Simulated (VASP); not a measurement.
Runs of VASP 6.6.1 on FeNi3. The structure is that of space group Pm-3m (No. 221), or close to it. The cells are those of the table. 

```tsv
cell	gap on the mesh (eV)	pressure (GPa)
a = 3.543 Å, 4 atoms	none	-7.9
a = 3.450 Å, 4 atoms	none	9.6
a = 3.479 Å, 4 atoms	none	3.5
a = 3.474 Å, 4 atoms	none	(b)
a = 3.545 Å, 4 atoms	none	-8.1
a = 3.521 Å, 4 atoms	none	(a)
a = 3.497 Å, 4 atoms	none	-0.1
```

Alike in all rows: task single point; level PBE; potentials or basis VASP PAW PBE potentials, release 64 (Fe, Ni); no spin polarisation; k mesh 12 × 12 × 12; cutoff (eV) 520; smearing gaussian 0.05 eV.

Task: Estimate the missing entries.

Result: (a) -4.3; (b) 4.4.

Caveats: the run has no spin polarisation, though such a crystal can be magnetic; the cell stands under tension (at least some runs); the cell stands under pressure (at least some runs).

A gap of «none» marks levels without a gap at the run's occupations.
